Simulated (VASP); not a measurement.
# Be2SO3 (P6/mmm) in VASP: further runs

Runs on Be2SO3. Level: PBE. Tasks: single point.

Program: VASP 6.6.1. These are calculated values, not measurements. Logs are shortened: lines on timing, memory, paths and dates and some standing lists are left out, and cuts for length are marked.

### 1 The cell of the first run

It takes space group P6/mmm (No. 191, hexagonal). Conventional cell: a = 4.135 Å, b = 4.135 Å, c = 4.355 Å, α = 90.00°, β = 90.00°, γ = 120.00°. Be (site symmetry -6m2) has 3 O at 1.19 Å within 1.6 Å. S (site symmetry 6/mmm) has 6 O at 2.07 Å and 6 Be at 2.39 Å within 2.7 Å. O (site symmetry mmm) has 2 Be at 1.19 Å within 1.6 Å.

The cell was generated, and may not be a known phase.

### 2 Single point, PBE

Input file INCAR:

```
SYSTEM = Be2SO3
PREC     = Accurate       ! precision mode
ENCUT    = 520            ! plane-wave cutoff, eV
EDIFF    = 1E-6           ! SCF threshold, eV
ISMEAR   = 0              ! smearing method
SIGMA    = 0.1            ! smearing width, eV
LREAL    = .FALSE.        ! projectors in reciprocal space
LASPH    = .TRUE.         ! aspherical terms in the spheres
NELM     = 100            ! most SCF steps
ALGO     = Normal         ! electronic algorithm
ISIF     = 2              ! what is computed and relaxed
LWAVE    = .FALSE.        ! write WAVECAR
LCHARG   = .FALSE.        ! write CHGCAR
GGA      = PE             ! functional
NBANDS   = 23             ! bands
```

Input file KPOINTS:

```
regular mesh
0
G
  6 6 4
  0 0 0
```

Input file POSCAR:

```
Be2SO3
1.0
    4.1347665500      0.0000000000      0.0000000000
   -2.0673832700      3.5808128700      0.0000000000
    0.0000000000      0.0000000000      4.3549025300
Be S O
2 1 3
Direct
    0.3333333300      0.6666666700      0.5000000000
    0.6666666700      0.3333333300      0.5000000000
    0.0000000000      0.0000000000      0.5000000000
    0.5000000000      0.0000000000      0.5000000000
    0.0000000000      0.5000000000      0.5000000000
    0.5000000000      0.5000000000      0.5000000000
```

Potentials or basis: VASP PAW PBE potentials, release 64 (Be, S, O).

Started as:

```
cat potpaw_PBE.64/Be/POTCAR potpaw_PBE.64/S/POTCAR potpaw_PBE.64/O/POTCAR > POTCAR
mpirun -np 1 vasp_std > vasp.out
```

OUTCAR:

```text
SYSTEM = Be2SO3
   PREC = Accurate
   ENCUT = 520
   EDIFF = 1E-6
   ISMEAR = 0
   LREAL = .FALSE.
   LASPH = .TRUE.
   NELM = 100
   ISIF = 2
   GGA = PE

 ion  position               nearest neighbor table
   1  0.333  0.667  0.500-   4 1.19   5 1.19   6 1.19   3 2.39   2 2.39   2 2.39   3 2.39   3 2.39
                             2 2.39
   2  0.667  0.333  0.500-   4 1.19   5 1.19   6 1.19   3 2.39   1 2.39   1 2.39   3 2.39   3 2.39
                             1 2.39
   3  0.000  0.000  0.500-   5 2.07   5 2.07   4 2.07   4 2.07   6 2.07   6 2.07   1 2.39   2 2.39
                             2 2.39   1 2.39   2 2.39   1 2.39
   4  0.500  0.000  0.500-   1 1.19   2 1.19   3 2.07   3 2.07
   5  0.000  0.500  0.500-   1 1.19   2 1.19   3 2.07   3 2.07
   6  0.500  0.500  0.500-   1 1.19   2 1.19   3 2.07   3 2.07

  LATTYP: Found a hexagonal cell.
 ALAT       =     4.1347665500
 C/A-ratio  =     1.0532402440

  Lattice vectors:

 A1 = (   4.1347665500,   0.0000000000,   0.0000000000)
 A2 = (  -2.0673832700,   3.5808128700,   0.0000000000)
 A3 = (   0.0000000000,   0.0000000000,   4.3549025300)

Analysis of symmetry for initial positions (statically):
=====================================================================
 Subroutine PRICEL returns:
 Original cell was already a primitive cell.

 Routine SETGRP: Setting up the symmetry group for a
 hexagonal supercell.

 Subroutine GETGRP returns: Found 24 space group operations
 (whereof 24 operations were pure point group operations)
 out of a pool of 24 trial point group operations.

The static configuration has the point symmetry D_6h.

Analysis of symmetry for dynamics (positions and initial velocities):
=====================================================================
 Subroutine PRICEL returns:
 Original cell was already a primitive cell.

 Routine SETGRP: Setting up the symmetry group for a
 hexagonal supercell.

 Subroutine GETGRP returns: Found 24 space group operations
 (whereof 24 operations were pure point group operations)
 out of a pool of 24 trial point group operations.

The dynamic configuration has the point symmetry D_6h.

 Subroutine INISYM returns: Found 24 space group operations
 (whereof 24 operations are pure point group operations),
 and found     1 'primitive' translations

----------------------------------------------------------------------------------------

                                     Primitive cell
[... 97 lines left out ...]
   EDIFFG = 0.1E-04   stopping-criterion for IOM
   NSW    =      0    number of steps for IOM
   IBRION =     -1    ionic relax: 0-MD 1-quasi-New 2-CG
   NFREE  =      0    steps in history (QN), initial steepest desc. (CG)
   ISIF   =      2    stress and relaxation
   ISYM   =      2    0-nonsym 1-usesym 2-fastsym
   POTIM  = 0.5000    time-step for ionic-motion
   TEBEG  =    0.0;   TEEND  =   0.0 temperature during run
   PSTRESS=    0.0 pullay stress
   NELECT =      28.0000    total number of electrons
   NUPDOWN=      -1.0000    fix difference up-down
   EMIN   =  10.00;   EMAX   =-10.00  energy-range for DOS
   EFERMI =   0.00;   METHOD = LEGACY
   ISMEAR =     0;   SIGMA  =   0.10  broadening in eV -4-tet -1-fermi 0-gaus
   EFERMI_NEDOS =   21; number of points for ismear=-14 and -15
   IALGO  =     38    algorithm
   IMIX   =      4    mixing-type and parameters
     AMIX     =   0.40;   BMIX     =  1.00
     AMIX_MAG =   1.60;   BMIX_MAG =  1.00
  volume/ion in A,a.u.               =      10.75        72.52
  Fermi-wavevector in a.u.,A,eV,Ry     =   1.239721  2.342732 20.910892  1.536907
  Thomas-Fermi vector in A             =   2.374192
   LORBIT       =      0    0 simple, 1 ext, 2 COOP (PROOUT), +10 PAW based schemes
   GGA     = PE    functional components
   LHFCALC =     F    Hartree Fock is set to
   AEXX    =    0.0000 exact exchange contribution
   IVDW    =     0    specifies the selected vdW correction
   LEPSILON=     F    determine dielectric tensor
   LRPA    =     F    only Hartree local field effects (RPA)
 non-spin polarized calculation
 Gauss-broadening in eV      SIGMA  =   0.10
  energy-cutoff  :      520.00
  volume of cell :       64.48
 maximum number of plane-waves:      1768
 NGX is ok and might be reduce to    32
   NGX = 15   NGY = 15   NGZ = 17

 number of electron      27.9999971 magnetization

 Free energy of the ion-electron system (eV)
  ---------------------------------------------------
  ext. energy  EPLUGINS =         0.00000000
  ---------------------------------------------------
  free energy    TOTEN  =       -19.61681101 eV

  energy without entropy =      -19.61496136  energy(sigma->0) =      -19.61588619

 E-fermi :   2.7320     XC(G=0):  -8.7867

 val. band max:        2.5420134822   @ k =   0.0000   0.0000   0.2500
 cond. band min:       2.7843670466   @ k =   0.0000   0.0000   0.0000
 fundamental gap:      0.2423535644
 Fermi energy:         2.7319781195

 k-point     1 :       0.0000    0.0000    0.0000
  band No.  band energies     occupation
      1     -19.2463      2.00000
      2     -16.6819      2.00000
      3     -16.6819      2.00000
      4      -8.0775      2.00000
      5      -8.0775      2.00000
      6      -7.7885      2.00000
[... 535 lines left out ...]
     22      15.9104      0.00000
     23      15.9104      0.00000

------------------------ aborting loop because EDIFF is reached ----------------------------------------

  FORCE on cell =-STRESS in cart. coord.  units (eV):
  Direction    XX          YY          ZZ          XY          YZ          ZX
  --------------------------------------------------------------------------------------
  -------------------------------------------------------------------------------------
  Total       75.7717194     75.7717193     -0.0678001      0.0000001     -0.0000000      0.0000000
  in kB     1882.8107330   1882.8107320     -1.6847276      0.0000026     -0.0000000      0.0000000
  external PRESSURE =    1254.6455791 kB  Pullay stress =       0.0000000 kB

 VOLUME and BASIS-vectors are now :
 -----------------------------------------------------------------------------
  energy-cutoff  :      520.00
  volume of cell :       64.48
      direct lattice vectors                 reciprocal lattice vectors
     4.134766550  0.000000000  0.000000000     0.241851623  0.139633099  0.000000000
    -2.067383270  3.580812870  0.000000000     0.000000000  0.279266199  0.000000000
     0.000000000  0.000000000  4.354902530     0.000000000  0.000000000  0.229626264

 POSITION                                       TOTAL-FORCE (eV/Angst)
 -----------------------------------------------------------------------------------
     -0.00000      2.38721      2.17745        -0.000000     -0.000000     -0.000000
      2.06738      1.19360      2.17745         0.000000      0.000000      0.000000
      0.00000      0.00000      2.17745         0.000000      0.000000     -0.000000
      2.06738      0.00000      2.17745         0.000000      0.000000     -0.000000
     -1.03369      1.79041      2.17745        -0.000000      0.000000     -0.000000
      1.03369      1.79041      2.17745         0.000000      0.000000     -0.000000
 -----------------------------------------------------------------------------------
    total drift:                                0.000000      0.000000     -0.000000

  FREE ENERGIE OF THE ION-ELECTRON SYSTEM (eV)
  ---------------------------------------------------
  free  energy   TOTEN  =       -19.6168110140 eV

  energy  without entropy=      -19.6149613594  energy(sigma->0) =      -19.61588619
```

OSZICAR:

```text
N       E                     dE             d eps       ncg     rms          rms(c)
DAV:   1     0.191313843685E+03    0.19131E+03   -0.15353E+04   966   0.113E+03
DAV:   2    -0.239822939658E+02   -0.21530E+03   -0.20559E+03  1264   0.301E+02
DAV:   3    -0.349366323914E+02   -0.10954E+02   -0.10895E+02  1240   0.692E+01
DAV:   4    -0.350444070907E+02   -0.10777E+00   -0.10775E+00  1205   0.752E+00
DAV:   5    -0.350456241414E+02   -0.12171E-02   -0.12170E-02  1227   0.727E-01    0.241E+01
DAV:   6    -0.205446086541E+02    0.14501E+02   -0.39962E+01  1155   0.425E+01    0.131E+01
DAV:   7    -0.199157101427E+02    0.62890E+00   -0.32531E+00  1162   0.117E+01    0.846E+00
DAV:   8    -0.196462387179E+02    0.26947E+00   -0.88430E-01  1141   0.665E+00    0.127E+00
DAV:   9    -0.196119776899E+02    0.34261E-01   -0.18787E-01  1190   0.278E+00    0.803E-01
DAV:  10    -0.196143319877E+02   -0.23543E-02   -0.13227E-02  1092   0.758E-01    0.281E-01
DAV:  11    -0.196167644852E+02   -0.24325E-02   -0.35668E-03  1036   0.390E-01    0.105E-01
DAV:  12    -0.196167871648E+02   -0.22680E-04   -0.56319E-04  1162   0.150E-01    0.554E-02
DAV:  13    -0.196168106925E+02   -0.23528E-04   -0.58130E-05  1036   0.577E-02    0.534E-02
DAV:  14    -0.196168110140E+02   -0.32156E-06   -0.17796E-06  1054   0.871E-03
   1 F= -.19616811E+02 E0= -.19615886E+02  d E =-.184965E-02
```

stdout:

```text
POSCAR found type information on POSCAR BeS O
 POSCAR found :  3 types and       6 ions
 scaLAPACK will be used
 LDA part: xc-table for (Slater+PW92), standard interpolation
 POSCAR, INCAR and KPOINTS ok, starting setup
 FFT: planning ... GRIDC
 FFT: planning ... GRID_SOFT
 FFT: planning ... GRID
 WAVECAR not read
 entering main loop
```

Wall time 9.8 s (1 thread of Intel Xeon 6975P-C (Granite Rapids), shared host); peak memory 0.18 GiB.

Results:

* Free energy: -19.6168 eV
* Pressure: 125.5 GPa
* Band gap on the k mesh: 0.03 eV (least direct gap 0.80 eV)

Caveat: the stress differs along the axes, from -0 to 188 GPa; the smearing spreads over this small gap; this functional lacks dispersion, which binds layers or chains, so the pressure and a relaxed spacing across them are unreliable. A k mesh can miss the band edges.

### 3 Single point, PBE

This run uses another cell than the first one, of 11.95 Å³/atom.

Input file INCAR:

```
SYSTEM = Be2SO3
PREC = Accurate ; ENCUT = 520
EDIFF = 1E-7 ; ISMEAR = 0
SIGMA = 0.1 ; LREAL = .FALSE.
LASPH = .TRUE. ; NELM = 100
ALGO = Normal ; ISIF = 2
LWAVE = .FALSE. ; LCHARG = .FALSE.
GGA = PE ; NBANDS = 23
```

Input file KPOINTS:

```
Automatic mesh
0
G
  6 6 4
  0 0 0
```

Input file POSCAR:

```
Be2SO3
1.0
    5.1445428205     -0.0000000036      0.0000000000
   -2.5722714071      4.4553047752      0.0000000000
    0.0000000000      0.0000000000      3.1279428848
Be S O
2 1 3
Direct
    0.3333333333      0.6666666667      0.5000000000
    0.6666666667      0.3333333333      0.5000000000
    0.0000000000      0.0000000000      0.5000000000
    0.5000000000      0.0000000000      0.5000000000
    0.0000000000      0.5000000000      0.5000000000
    0.5000000000      0.5000000000      0.5000000000
```

Potentials or basis: VASP PAW PBE potentials, release 64 (Be, S, O).

Started as:

```
cat potpaw_PBE.64/Be/POTCAR potpaw_PBE.64/S/POTCAR potpaw_PBE.64/O/POTCAR > POTCAR
mpirun -np 1 vasp_std > vasp.out
```

It took 14 s on 1 thread of Intel Xeon 6975P-C (Granite Rapids), shared host; peak memory 0.19 GiB.

The run converged. Its results:

```yaml
Free_energy: -33.5890 eV
Pressure: -0.2 GPa
Band_gap_on_the_k_mesh: zero (bands 14 and 15 overlap by 1.90 eV)
```

Stress tensor (GPa, compression positive):
```
-0.24  0.00  0.00
 0.00 -0.24  0.00
 0.00  0.00 -0.03
```

Levels at points of the mesh, in eV from the Fermi level:
| k point | band 10 | band 11 | band 12 | band 13 | band 14 | band 15 | band 16 | band 17 | band 18 | band 19 |
| --- | --- | --- | --- | --- | --- | --- | --- | --- | --- | --- |
| (0.00, 0.00, 0.00) | -1.90 | -0.21 | -0.21 | -0.20 | 1.20 | 1.93 | 1.93 | 6.27 | 9.99 | 9.99 |
| (0.50, 0.00, 0.00) | -1.31 | -1.24 | -0.90 | -0.88 | -0.23 | 1.05 | 1.43 | 7.92 | 8.47 | 10.27 |
| (0.00, 0.00, 0.50) | -2.30 | -1.84 | -1.35 | -1.35 | -0.10 | 2.20 | 2.20 | 5.70 | 8.21 | 8.21 |
| (0.50, 0.00, 0.50) | -3.22 | -1.78 | -1.59 | -1.41 | -0.74 | -0.60 | 1.73 | 7.32 | 8.34 | 8.83 |

Caveat: the k points lie up to 0.50 Å⁻¹ apart, too coarse for converged energies and pressures of a metal; this functional lacks dispersion, which binds layers or chains, so the pressure and a relaxed spacing across them are unreliable.

### 4 Single point, PBE

This run uses another cell than the first one, of 12.20 Å³/atom.

Input file INCAR:

```
PREC     = Accurate       # precision mode
ENCUT    = 520            # plane-wave cutoff, eV
EDIFF    = 1E-6           # SCF threshold, eV
ISMEAR   = 0              # smearing method
SIGMA    = 0.1            # smearing width, eV
LREAL    = F              # projectors in reciprocal space
LASPH    = T              # aspherical terms in the spheres
NELM     = 100            # most SCF steps
ALGO     = Normal         # electronic algorithm
ISIF     = 2              # what is computed and relaxed
LWAVE    = F              # write WAVECAR
LCHARG   = F              # write CHGCAR
GGA      = PE             # functional
NBANDS   = 23             # bands
```

Input file KPOINTS:

```
Automatic mesh
0
Gamma
  6 6 6
```

Edit POSCAR of step 3 so:

```diff
@@ -2,5 +2,5 @@
 1.0
-    5.1445428205     -0.0000000036      0.0000000000
-   -2.5722714071      4.4553047752      0.0000000000
-    0.0000000000      0.0000000000      3.1279428848
+    5.1469275187      0.0000000000      0.0000000000
+   -2.5734637593      4.4573699826      0.0000000000
+    0.0000000000      0.0000000000      3.1907719574
 Be S O
```

Potentials or basis: VASP PAW PBE potentials, release 64 (Be, S, O).

Started as:

```
cat potpaw_PBE.64/Be/POTCAR potpaw_PBE.64/S/POTCAR potpaw_PBE.64/O/POTCAR > POTCAR
mpirun -np 1 vasp_std > vasp.out
```

OUTCAR:

```text
PREC = Accurate
   ENCUT = 520
   EDIFF = 1E-6
   ISMEAR = 0
   LREAL = F
   LASPH = T
   NELM = 100
   ISIF = 2
   GGA = PE

 ion  position               nearest neighbor table
   1  0.333  0.667  0.500-   4 1.49   5 1.49   6 1.49
   2  0.667  0.333  0.500-   4 1.49   5 1.49   6 1.49
   3  0.000  0.000  0.500-
   4  0.500  0.000  0.500-   1 1.49   2 1.49
   5  0.000  0.500  0.500-   1 1.49   2 1.49
   6  0.500  0.500  0.500-   1 1.49   2 1.49

  LATTYP: Found a hexagonal cell.
 ALAT       =     5.1469275187
 C/A-ratio  =     0.6199372239

  Lattice vectors:

 A1 = (   5.1469275187,   0.0000000000,   0.0000000000)
 A2 = (  -2.5734637593,   4.4573699826,   0.0000000000)
 A3 = (   0.0000000000,   0.0000000000,   3.1907719574)

Analysis of symmetry for initial positions (statically):
=====================================================================
 Subroutine PRICEL returns:
 Original cell was already a primitive cell.

 Routine SETGRP: Setting up the symmetry group for a
 hexagonal supercell.

[... 177 lines left out ...]
 val. band max:        1.0779775626   @ k =   0.3333   0.1667   0.1667
 cond. band min:       1.1034170038   @ k =   0.1667   0.0000   0.1667
 fundamental gap:      0.0254394412
 Fermi energy:         1.0946694372

 k-point     1 :       0.0000    0.0000    0.0000
  band No.  band energies     occupation
      1     -16.8193      2.00000
      2     -15.7637      2.00000
      3     -15.7637      2.00000
      4     -10.7014      2.00000
      5      -4.5709      2.00000
      6      -4.5709      2.00000
[... 613 lines left out ...]
     22      14.5073      0.00000
     23      14.8255      0.00000

 [... further k-points ...]

------------------------ aborting loop because EDIFF is reached ----------------------------------------

  FORCE on cell =-STRESS in cart. coord.  units (eV):
  Direction    XX          YY          ZZ          XY          YZ          ZX
  --------------------------------------------------------------------------------------
  -------------------------------------------------------------------------------------
  Total       -0.0869888     -0.0869888      0.1283469     -0.0000000      0.0000000     -0.0000000
  in kB       -1.9039320     -1.9039320      2.8091405     -0.0000000      0.0000000     -0.0000000
  external PRESSURE =      -0.3329078 kB  Pullay stress =       0.0000000 kB

 VOLUME and BASIS-vectors are now :
 -----------------------------------------------------------------------------
  energy-cutoff  :      520.00
  volume of cell :       73.20
      direct lattice vectors                 reciprocal lattice vectors
     5.146927519  0.000000000  0.000000000     0.194290671  0.112173771  0.000000000
    -2.573463759  4.457369983  0.000000000     0.000000000  0.224347542  0.000000000
     0.000000000  0.000000000  3.190771957     0.000000000  0.000000000  0.313403782

 POSITION                                       TOTAL-FORCE (eV/Angst)
 -----------------------------------------------------------------------------------
     -0.00000      2.97158      1.59539        -0.000000      0.000000      0.000000
      2.57346      1.48579      1.59539         0.000000      0.000000      0.000000
      0.00000      0.00000      1.59539         0.000000      0.000000      0.000000
      2.57346      0.00000      1.59539         0.000000      0.000000      0.000000
     -1.28673      2.22868      1.59539         0.000000      0.000000      0.000000
      1.28673      2.22868      1.59539         0.000000      0.000000      0.000000
 -----------------------------------------------------------------------------------
    total drift:                               -0.000000      0.000000     -0.000000

  FREE ENERGIE OF THE ION-ELECTRON SYSTEM (eV)
  ---------------------------------------------------
  free  energy   TOTEN  =       -33.4728654286 eV

  energy  without entropy=      -33.4490133594  energy(sigma->0) =      -33.46093939
```

stdout:

```text
POSCAR found type information on POSCAR BeS O
 POSCAR found :  3 types and       6 ions
 scaLAPACK will be used
 LDA part: xc-table for (Slater+PW92), standard interpolation
 POSCAR, INCAR and KPOINTS ok, starting setup
 FFT: planning ... GRIDC
 FFT: planning ... GRID_SOFT
 FFT: planning ... GRID
 WAVECAR not read
 entering main loop
```

It took 20 s on 1 thread of Intel Xeon 6975P-C (Granite Rapids), shared host; peak memory 0.2 GiB.

Results:

```yaml
Free_energy: -33.4729 eV
Pressure: 0.0 GPa
Band_gap_on_the_k_mesh: zero (bands 14 and 15 overlap by 1.76 eV)
```

Caveat: this functional lacks dispersion, which binds layers or chains, so the pressure and a relaxed spacing across them are unreliable.

### 5 Overview

| cell | k mesh | gap on the mesh (eV) | pressure (GPa) |
| --- | --- | --- | --- |
| a = 4.135, b = 4.135, c = 4.355 Å, angles 90.0, 90.0, 120.0°, 6 atoms | 6 × 6 × 4 | 0.03 | 125.5 |
| a = 5.145, b = 5.145, c = 3.128 Å, angles 90.0, 90.0, 120.0°, 6 atoms | 6 × 6 × 4 | none | -0.2 |
| a = 5.147, b = 5.147, c = 3.191 Å, angles 90.0, 90.0, 120.0°, 6 atoms | 6 × 6 × 6 | none | 0.0 |

Alike in all rows: task single point; level PBE; potentials or basis VASP PAW PBE potentials, release 64 (Be, S, O); no spin polarisation; cutoff (eV) 520; smearing gaussian 0.1 eV.

Caveats: some runs use coarse meshes; this functional lacks dispersion, which binds layers or chains, so the pressure and a relaxed spacing across them are unreliable; the stress differs along the axes, from -0 to 188 GPa (at least some runs); the smearing spreads over this small gap (at least some runs).

Absolute energies hang on the potentials; compare differences alone.

The gap in the log of VASP goes by the Fermi energy; the results here count the filled bands.